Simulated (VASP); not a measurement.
# SnTe (zincblende type) (F-43m) in VASP: notebook

Runs on SnTe (zincblende type). Level: PBE. Tasks: single point, relaxation of cell and atoms.

Everything below comes from runs of VASP 6.6.1. Logs are shortened: lines on timing, memory, paths and dates and some standing lists are left out, and cuts for length are marked.

**1. The cell of the first run**

Symmetry: F-43m, No. 216, cubic system. Conventional cell: a = 6.087 Å, b = 6.087 Å, c = 6.087 Å, α = 90.00°, β = 90.00°, γ = 90.00°. Sn (site symmetry -43m) has 4 Te at 2.64 Å within 3.5 Å. Te (site symmetry -43m) has 4 Sn at 2.64 Å within 3.5 Å.

**2. Single point, PBE**

Contents of INCAR:

```
SYSTEM = SnTe
PREC = Accurate
ENCUT = 520
EDIFF = 1E-7
ISMEAR = -1
SIGMA = 0.05
LREAL = .False.
LASPH = .True.
NELM = 80
ALGO = Normal
ISIF = 2
LWAVE = .False.
LCHARG = .False.
GGA = PE
NBANDS = 17
```

Contents of KPOINTS:

```
regular mesh
0
Gamma
  12 12 12
  0 0 0
```

Contents of POSCAR:

```
SnTe
1.0
    0.0000000000      3.0433873167      3.0433873167
    3.0433873167      0.0000000000      3.0433873167
    3.0433873167      3.0433873167      0.0000000000
Sn Te
1 1
Direct
    0.0000000000      0.0000000000      0.0000000000
    0.2500000000      0.2500000000      0.2500000000
```

Potentials or basis: VASP PAW PBE potentials, release 64 (Sn_d, Te).

Launch:

```console
> cat potpaw_PBE.64/Sn_d/POTCAR potpaw_PBE.64/Te/POTCAR > POTCAR
> mpirun -np 1 vasp_std > vasp.out
```

OUTCAR:

```text
SYSTEM = SnTe
   PREC = Accurate
   ENCUT = 520
   EDIFF = 1E-7
   ISMEAR = -1
   LREAL = .False.
   LASPH = .True.
   NELM = 80
   ISIF = 2
   GGA = PE

 ion  position               nearest neighbor table
   1  0.000  0.000  0.000-   2 2.64   2 2.64   2 2.64   2 2.64
   2  0.250  0.250  0.250-   1 2.64   1 2.64   1 2.64   1 2.64

  LATTYP: Found a face centered cubic cell.
 ALAT       =     6.0867746334

  Lattice vectors:

 A1 = (   0.0000000000,   3.0433873167,   3.0433873167)
 A2 = (   3.0433873167,   0.0000000000,   3.0433873167)
 A3 = (   3.0433873167,   3.0433873167,   0.0000000000)

Analysis of symmetry for initial positions (statically):
=====================================================================
 Subroutine PRICEL returns:
 Original cell was already a primitive cell.

 Routine SETGRP: Setting up the symmetry group for a
 face centered cubic supercell.

 Subroutine GETGRP returns: Found 24 space group operations
 (whereof 24 operations were pure point group operations)
 out of a pool of 48 trial point group operations.

The static configuration has the point symmetry T_d .

Analysis of symmetry for dynamics (positions and initial velocities):
=====================================================================
 Subroutine PRICEL returns:
 Original cell was already a primitive cell.

 Routine SETGRP: Setting up the symmetry group for a
 face centered cubic supercell.

 Subroutine GETGRP returns: Found 24 space group operations
 (whereof 24 operations were pure point group operations)
 out of a pool of 48 trial point group operations.

The dynamic configuration has the point symmetry T_d .

 Subroutine INISYM returns: Found 24 space group operations
 (whereof 24 operations are pure point group operations),
 and found     1 'primitive' translations

----------------------------------------------------------------------------------------

                                     Primitive cell

  volume of cell :      56.3770

  direct lattice vectors                    reciprocal lattice vectors
     0.000000000  3.043387317  3.043387317    -0.164290624  0.164290624  0.164290624
     3.043387317  0.000000000  3.043387317     0.164290624 -0.164290624  0.164290624
     3.043387317  3.043387317  0.000000000     0.164290624  0.164290624 -0.164290624

  length of vectors
     4.303999619  4.303999619  4.303999619     0.284559707  0.284559707  0.284559707

  position of ions in fractional coordinates (direct lattice)
     0.000000000  0.000000000  0.000000000
     0.250000000  0.250000000  0.250000000

  ion indices of the primitive-cell ions
   primitive index   ion index
                 1           1
                 2           2

----------------------------------------------------------------------------------------

 KPOINTS: regular mesh

Automatic generation of k-mesh.
 Grid dimensions read from file:
 generate k-points for:   12   12   12

 Generating k-lattice:

  Cartesian coordinates                     Fractional coordinates (reciprocal lattice)
    -0.013690885  0.013690885  0.013690885     0.083333333  0.000000000  0.000000000
     0.013690885 -0.013690885  0.013690885     0.000000000  0.083333333  0.000000000
     0.013690885  0.013690885 -0.013690885     0.000000000  0.000000000  0.083333333

  Length of vectors
     0.023713309  0.023713309  0.023713309

  Shift w.r.t. Gamma in fractional coordinates (k-lattice)
     0.000000000  0.000000000  0.000000000

 Subroutine IBZKPT returns following result:
 ===========================================

 Found     72 irreducible k-points:

 Following reciprocal coordinates:
            Coordinates               Weight
  0.000000  0.000000  0.000000      1.000000
  0.083333  0.000000  0.000000      8.000000
  0.166667  0.000000  0.000000      8.000000
  0.250000  0.000000  0.000000      8.000000
  0.333333  0.000000  0.000000      8.000000
  0.416667  0.000000  0.000000      8.000000
[... 16 lines left out ...]
  0.500000  0.166667  0.000000     24.000000
 -0.416667  0.166667  0.000000     24.000000
 [... further k-points ...]
   k-points           NKPTS =     72   k-points in BZ     NKDIM =     72   number of bands    NBANDS=     17
   number of dos      NEDOS =    301   number of ions     NIONS =      2
   total plane-waves  NPLWV =  32768
   dimension x,y,z NGX =    32 NGY =   32 NGZ =   32
   dimension x,y,z NGXF=    64 NGYF=   64 NGZF=   64
   ions per type =               1   1
   NGX,Y,Z   is equivalent  to a cutoff of  12.36, 12.36, 12.36 a.u.
   NGXF,Y,Z  is equivalent  to a cutoff of  24.72, 24.72, 24.72 a.u.
 SYSTEM =  SnTe
   PREC   = accura    normal or accurate (medium, high low for compatibility)
   ISTART =      0    job   : 0-new  1-cont  2-samecut
   ICHARG =      2    charge: 1-file 2-atom 10-const
   ISPIN  =      1    spin polarized calculation?
   LNONCOLLINEAR =      F non collinear calculations
   LSORBIT =      F    spin-orbit coupling
   LASPH  =      T    aspherical Exc in radial PAW
   ENCUT  =  520.0 eV  38.22 Ry    6.18 a.u.   8.00  8.00  8.00*2*pi/ulx,y,z
   NELM   =     80;   NELMIN=  2; NELMDL= -5     # of ELM steps
   EDIFF  = 0.1E-06   stopping-criterion for ELM
   LREAL  =      F    real-space projection
   EDIFFG = 0.1E-05   stopping-criterion for IOM
   NSW    =      0    number of steps for IOM
   IBRION =     -1    ionic relax: 0-MD 1-quasi-New 2-CG
   NFREE  =      0    steps in history (QN), initial steepest desc. (CG)
   ISIF   =      2    stress and relaxation
   ISYM   =      2    0-nonsym 1-usesym 2-fastsym
   POTIM  = 0.5000    time-step for ionic-motion
   TEBEG  =    0.0;   TEEND  =   0.0 temperature during run
   PSTRESS=    0.0 pullay stress
   NELECT =      20.0000    total number of electrons
   NUPDOWN=      -1.0000    fix difference up-down
   EMIN   =  10.00;   EMAX   =-10.00  energy-range for DOS
   EFERMI =   0.00;   METHOD = LEGACY
   ISMEAR =    -1;   SIGMA  =   0.05  broadening in eV -4-tet -1-fermi 0-gaus
   EFERMI_NEDOS =   21; number of points for ismear=-14 and -15
   IALGO  =     38    algorithm
   IMIX   =      4    mixing-type and parameters
     AMIX     =   0.40;   BMIX     =  1.00
     AMIX_MAG =   1.60;   BMIX_MAG =  1.00
  volume/ion in A,a.u.               =      28.19       190.23
  Fermi-wavevector in a.u.,A,eV,Ry     =   1.158913  2.190029 18.273713  1.343080
  Thomas-Fermi vector in A             =   2.295511
   LORBIT       =      0    0 simple, 1 ext, 2 COOP (PROOUT), +10 PAW based schemes
   GGA     = PE    functional components
   LHFCALC =     F    Hartree Fock is set to
   AEXX    =    0.0000 exact exchange contribution
   IVDW    =     0    specifies the selected vdW correction
   LEPSILON=     F    determine dielectric tensor
   LRPA    =     F    only Hartree local field effects (RPA)
 non-spin polarized calculation
  energy-cutoff  :      520.00
  volume of cell :       56.38
 maximum number of plane-waves:      1540
   NGX = 17   NGY = 17   NGZ = 17

 number of electron      19.9999993 magnetization

 Free energy of the ion-electron system (eV)
  ---------------------------------------------------
  ext. energy  EPLUGINS =         0.00000000
  ---------------------------------------------------
  free energy    TOTEN  =        -4.62130469 eV

  energy without entropy =       -4.61354848  energy(sigma->0) =       -4.61742658

 E-fermi :   8.8099     XC(G=0):  -9.7796

 val. band max:        8.7475858194   @ k =   0.2500   0.2500   0.0000
 cond. band min:       8.8254786948   @ k =   0.3333   0.2500   0.0833
 fundamental gap:      0.0778928754
 Fermi energy:         8.8098810288

 k-point     1 :       0.0000    0.0000    0.0000
  band No.  band energies     occupation
      1     -13.7362      2.00000
      2     -13.7362      2.00000
      3     -13.7362      2.00000
      4     -13.6491      2.00000
      5     -13.6491      2.00000
      6      -6.3952      2.00000
[... 9 lines left out ...]
     16      15.3031      0.00000
     17      16.1493      0.00000

 k-point     2 :       0.0833    0.0000    0.0000
  band No.  band energies     occupation
      1     -13.7378      2.00000
      2     -13.7351      2.00000
      3     -13.7351      2.00000
      4     -13.6491      2.00000
      5     -13.6491      2.00000
      6      -6.3262      2.00000
[... 9 lines left out ...]
     16      14.7940      0.00000
     17      15.8669      0.00000

 k-point     3 :       0.1667    0.0000    0.0000
  band No.  band energies     occupation
      1     -13.7423      2.00000
      2     -13.7322      2.00000
      3     -13.7322      2.00000
      4     -13.6493      2.00000
      5     -13.6493      2.00000
      6      -6.1243      2.00000
[... 9 lines left out ...]
     16      14.3218      0.00000
     17      15.6201      0.00000

 k-point     4 :       0.2500    0.0000    0.0000
  band No.  band energies     occupation
      1     -13.7483      2.00000
      2     -13.7283      2.00000
      3     -13.7283      2.00000
      4     -13.6494      2.00000
      5     -13.6494      2.00000
      6      -5.8087      2.00000
[... 9 lines left out ...]
     16      14.2723      0.00000
     17      16.5067      0.00000

 k-point     5 :       0.3333    0.0000    0.0000
  band No.  band energies     occupation
      1     -13.7543      2.00000
      2     -13.7247      2.00000
      3     -13.7247      2.00000
      4     -13.6491      2.00000
      5     -13.6491      2.00000
      6      -5.4247      2.00000
[... 9 lines left out ...]
     16      14.7345      0.00000
     17      17.9036      0.00000

 k-point     6 :       0.4167    0.0000    0.0000
  band No.  band energies     occupation
      1     -13.7588      2.00000
      2     -13.7222      2.00000
      3     -13.7222      2.00000
      4     -13.6488      2.00000
      5     -13.6488      2.00000
      6      -5.0714      2.00000
[... 9 lines left out ...]
     16      15.6006      0.00000
     17      17.9374      0.00000
[... 281 lines left out ...]
 k-point    21 :       0.3333    0.1667    0.0000
  band No.  band energies     occupation
      1     -13.7594      2.00000
      2     -13.7219      2.00000
      3     -13.7206      2.00000
      4     -13.6534      2.00000
      5     -13.6466      2.00000
      6      -5.4575      2.00000
[... 9 lines left out ...]
     16      15.7765      0.00000
     17      17.4503      0.00000

 k-point    22 :       0.4167    0.1667    0.0000
  band No.  band energies     occupation
      1     -13.7631      2.00000
      2     -13.7197      2.00000
      3     -13.7178      2.00000
      4     -13.6531      2.00000
      5     -13.6467      2.00000
      6      -5.0825      2.00000
[... 9 lines left out ...]
     16      16.3879      0.00000
     17      17.6645      0.00000

 k-point    23 :       0.5000    0.1667    0.0000
  band No.  band energies     occupation
      1     -13.7649      2.00000
      2     -13.7185      2.00000
      3     -13.7168      2.00000
      4     -13.6520      2.00000
      5     -13.6475      2.00000
      6      -4.7898      2.00000
[... 9 lines left out ...]
     16      16.4214      0.00000
     17      17.2909      0.00000

 k-point    24 :      -0.4167    0.1667    0.0000
  band No.  band energies     occupation
      1     -13.7643      2.00000
      2     -13.7184      2.00000
      3     -13.7175      2.00000
      4     -13.6506      2.00000
      5     -13.6487      2.00000
      6      -4.7443      2.00000
[... 9 lines left out ...]
     16      15.8162      0.00000
     17      18.3570      0.00000

 [... further k-points ...]
[... 5 lines left out ...]
  --------------------------------------------------------------------------------------
  -------------------------------------------------------------------------------------
  Total       11.2540155     11.2540155     11.2540155      0.0000000      0.0000000     -0.0000000
  in kB      319.8279504    319.8279504    319.8279504      0.0000000      0.0000000     -0.0000000
  external PRESSURE =     319.8279504 kB  Pullay stress =       0.0000000 kB

 VOLUME and BASIS-vectors are now :
 -----------------------------------------------------------------------------
  energy-cutoff  :      520.00
  volume of cell :       56.38
      direct lattice vectors                 reciprocal lattice vectors
     0.000000000  3.043387317  3.043387317    -0.164290624  0.164290624  0.164290624
     3.043387317  0.000000000  3.043387317     0.164290624 -0.164290624  0.164290624
     3.043387317  3.043387317  0.000000000     0.164290624  0.164290624 -0.164290624

 POSITION                                       TOTAL-FORCE (eV/Angst)
 -----------------------------------------------------------------------------------
      0.00000      0.00000      0.00000         0.000000      0.000000      0.000000
      1.52169      1.52169      1.52169        -0.000000     -0.000000     -0.000000
 -----------------------------------------------------------------------------------
    total drift:                               -0.000000     -0.000000     -0.000000

  FREE ENERGIE OF THE ION-ELECTRON SYSTEM (eV)
  ---------------------------------------------------
  free  energy   TOTEN  =        -4.6213046909 eV

  energy  without entropy=       -4.6135484757  energy(sigma->0) =       -4.61742658
```

Run time: 55 s. Hardware: 1 thread of Intel Xeon 8259CL, shared host; peak memory 0.22 GiB.

Results:

```
Free energy            : -4.6213 eV
Pressure               : 32.0 GPa
Band gap on the k mesh : zero (bands 10 and 11 overlap by 2.22 eV)
```

Levels at points of the mesh, in eV from the Fermi level:
```
           k point  band 6  band 7  band 8  band 9  band 10  band 11  band 12  band 13  band 14  band 15
(0.00, 0.00, 0.00)  -15.21   -3.22   -3.22   -3.22    -3.18     0.37     0.37     0.37     3.86     6.49
(0.50, 0.00, 0.00)  -13.73   -9.40   -4.29   -4.29    -2.28     1.41     1.41     4.22     6.51     7.52
(0.50, 0.50, 0.00)  -13.04   -9.82   -5.62   -5.62    -1.32    -1.24     6.15     6.15     7.07     8.72
```

Caveat: the cell stands under pressure; spin-orbit coupling is left out, which moves the levels of the heavy elements.

**3. Single point, PBE**

Contents of INCAR:

```
PREC = Accurate
ENCUT = 520
EDIFF = 1E-6
ISMEAR = -1
SIGMA = 0.05
LREAL = F
LASPH = T
NELM = 100
ALGO = Normal
ISIF = 2
LWAVE = F
LCHARG = F
GGA = PE
NBANDS = 17
```

Contents of KPOINTS:

```
Automatic mesh
0
Gamma
  12 12 12
```

POSCAR is that of step 2.

Potentials or basis: VASP PAW PBE potentials, release 64 (Sn_d, Te).

Launch:

```console
> cat potpaw_PBE.64/Sn_d/POTCAR potpaw_PBE.64/Te/POTCAR > POTCAR
> mpirun -np 1 vasp_std > vasp.out
```

Run time: 56 s. Hardware: 1 thread of Intel Xeon 8259CL, shared host; peak memory 0.22 GiB.

The run converged. Its results:

```yaml
Free_energy: -4.6213 eV
Pressure: 32.0 GPa
Band_gap_on_the_k_mesh: zero (bands 10 and 11 overlap by 2.22 eV)
```

Levels at points of the mesh, in eV from the Fermi level:
| k point | band 8 | band 9 | band 10 | band 11 | band 12 | band 13 |
| --- | --- | --- | --- | --- | --- | --- |
| (0.00, 0.00, 0.00) | -3.22 | -3.22 | -3.18 | 0.37 | 0.37 | 0.37 |
| (0.50, 0.00, 0.00) | -4.29 | -4.29 | -2.28 | 1.41 | 1.41 | 4.22 |
| (0.50, 0.50, 0.00) | -5.62 | -5.62 | -1.32 | -1.24 | 6.15 | 6.15 |

Caveat: the cell stands under pressure; spin-orbit coupling is left out, which moves the levels of the heavy elements.

**4. Relaxation of cell and atoms, PBE, target pressure 32 GPa, at which the enthalpy is minimised**

This run uses another cell than the first one, of 25.18 Å³/atom.

Contents of INCAR:

```
SYSTEM = SnTe
PREC = Accurate
ENCUT = 600
EDIFF = 1E-6
ISMEAR = -1
SIGMA = 0.05
LREAL = .False.
LASPH = .True.
NELM = 80
ALGO = Normal
ISIF = 3
LWAVE = .False.
LCHARG = .False.
GGA = PE
IBRION = 2
NSW = 60
EDIFFG = -0.005
PSTRESS = 320.0
```

Contents of KPOINTS:

```
Automatic mesh
0
Gamma
  12 12 12
  0 0 0
```

Contents of POSCAR:

```
SnTe
1.0
    0.0000000000      2.9311350826      2.9311350826
    2.9311350826      0.0000000000      2.9311350826
    2.9311350826      2.9311350826      0.0000000000
Sn Te
1 1
Direct
    0.0000000000      0.0000000000      0.0000000000
    0.2500000000      0.2500000000      0.2500000000
```

Launch:

```console
> cat potpaw_PBE.64/Sn_d/POTCAR potpaw_PBE.64/Te/POTCAR > POTCAR
> mpirun -np 1 vasp_std > vasp.out
```

Run time: 7.4 min. Hardware: 1 thread of Intel Xeon 8259CL, shared host; peak memory 0.26 GiB.

It converged, with:

```
Free energy                                                : -4.6188 eV
Relaxed volume                                             : 28.18 Å³/atom
Relaxed cell                                               : a = 4.304 Å, b = 4.304 Å, c = 4.304 Å, α = 60.00°, β = 60.00°, γ = 60.00°
Space group after relaxing (to 0.1 Å)                      : F-43m (No. 216)
Energy change on relaxing (the run minimises the enthalpy) : -751.4 meV/atom
Ionic steps                                                : 17
Pressure after relaxing                                    : 32.0 GPa
Band gap on the k mesh                                     : zero (bands 10 and 11 overlap by 2.22 eV)
```

Step by step:
```csv
step,energy change (eV),largest force (eV/Å),pressure (GPa),volume (Å³)
1,0.0000,0.0000,49.65,50.37
2,-3.4579,0.0000,9.11,73.41
3,-1.6279,0.0000,30.56,57.01
4,-1.5144,0.0000,31.88,56.43
5,-1.4893,0.0000,32.20,56.30
6,-1.4899,0.0000,32.17,56.30
7,-1.4917,0.0000,32.13,56.31
8,-1.4917,0.0000,32.13,56.31
9,-1.4918,0.0000,32.14,56.31
10,-1.4919,0.0000,32.14,56.31
11,-1.4921,0.0000,32.14,56.31
12,-1.4926,0.0000,32.14,56.32
13,-1.4935,0.0000,32.14,56.32
14,-1.4953,0.0000,32.08,56.33
15,-1.4990,0.0000,32.03,56.35
16,-1.5064,0.0000,31.97,56.39
17,-1.5028,0.0000,32.02,56.37
```

Final structure:
```
Sn Te
1.0
     0.00000    3.04322    3.04322
     3.04322    0.00000    3.04322
     3.04322    3.04322    0.00000
Sn Te
1 1
Direct
  0.00000 0.00000 0.00000
  0.25000 0.25000 0.25000
```

Levels at points of the mesh, in eV from the Fermi level:
| k point | band 8 | band 9 | band 10 | band 11 | band 12 | band 13 |
| --- | --- | --- | --- | --- | --- | --- |
| (0.00, 0.00, 0.00) | -3.22 | -3.22 | -3.18 | 0.37 | 0.37 | 0.37 |
| (0.50, 0.00, 0.00) | -4.29 | -4.29 | -2.28 | 1.41 | 1.41 | 4.22 |
| (0.50, 0.50, 0.00) | -5.62 | -5.62 | -1.32 | -1.24 | 6.15 | 6.15 |

Caveat: the cell is relaxed towards a set pressure, so the run minimises the enthalpy, not the energy; spin-orbit coupling is left out, which moves the levels of the heavy elements.
